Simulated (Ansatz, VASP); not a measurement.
## Two plane-wave programs on Zr

```
CELL_PARAMETERS angstrom
0.00000 3.07025 3.07025
3.07025 0.00000 3.07025
3.07025 3.07025 0.00000
ATOMIC_POSITIONS crystal
Zr 0.50000 0.50000 0.50000
Zr 0.75000 0.75000 0.75000
```

Alike in both runs: functional PBEsol; k mesh 6 × 6 × 6; occupations gaussian, width 0.1 eV; no spin polarisation.

Ansatz relaxed the structure, and its values are those at the end. VASP's run is a single point on that final structure, the one shown.

```csv
,VASP,Ansatz
version,VASP 6.6.1,Ansatz 0.2.0
potentials or method,"VASP PAW PBE potentials, release 64 (Zr_sv), cutoff 500 eV","scalar-relativistic, plane waves, PAW"
valence electrons in the cell,24,24
```

|  | VASP | Ansatz | Ansatz less VASP |
| --- | --- | --- | --- |
| gap on the k mesh at the Fermi level (eV) | none | none | - |
| pressure (GPa) | 0.1 | -0.1 | -0.15 |

VASP's potentials were made for PBE, not for PBEsol. A gap of «none» marks a metal or a gap that the smearing closes. With one functional, cell and mesh, what is left measures potentials, basis and numerics.
